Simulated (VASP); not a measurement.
Here is a VASP 6.6.1 calculation.

File INCAR:

```
SYSTEM = Al2Cu
PREC     = Accurate       ! precision mode
ENCUT    = 520            ! plane-wave cutoff, eV
EDIFF    = 1E-8           ! SCF threshold, eV
ISMEAR   = -1             ! smearing method
SIGMA    = 0.05           ! smearing width, eV
LREAL    = .FALSE.        ! projectors in reciprocal space
LASPH    = .TRUE.         ! aspherical terms in the spheres
NELM     = 100            ! most SCF steps
ALGO     = Normal         ! electronic algorithm
ISIF     = 2              ! what is computed and relaxed
LWAVE    = .FALSE.        ! write WAVECAR
LCHARG   = .FALSE.        ! write CHGCAR
GGA      = PS             ! functional
LEFG     = .TRUE.       
NBANDS   = 16             ! bands
```

File KPOINTS:

```
Automatic mesh
0
G
  9 9 12
  0 0 0
```

POSCAR

```
Al2Cu
1.0
    4.1003637640      0.0000000000      0.0000000000
    0.0000000000      4.1003637640      0.0000000000
    0.0000000000      0.0000000000      2.8275069973
Al Cu
2 1
Direct
    0.5000000000      0.0000000000      0.5000000000
    0.0000000000      0.5000000000      0.5000000000
    0.0000000000      0.0000000000      0.0000000000
```

Potentials or basis: VASP PAW PBE potentials, release 64 (Al, Cu).

Launch:

```bash
$ cat potpaw_PBE.64/Al/POTCAR potpaw_PBE.64/Cu/POTCAR > POTCAR
$ mpirun -np 1 vasp_std > vasp.out
```

Problem. What does it give for the pressure?

Solution. 0.2 GPa.

Problem. Predict the band gap on the k mesh.

Solution. Zero (an odd number of electrons rules out a gap without spin polarisation).

Stress tensor (GPa, compression positive):
```
0.23 0.00 0.00
0.00 0.23 0.00
0.00 0.00 0.15
```

Caveat: without QUAD_EFG the Cq values of the log hold for a quadrupole moment of 1 mb, not for the nuclei; the PAW data sets were made with another functional, which shifts forces and pressure a little.
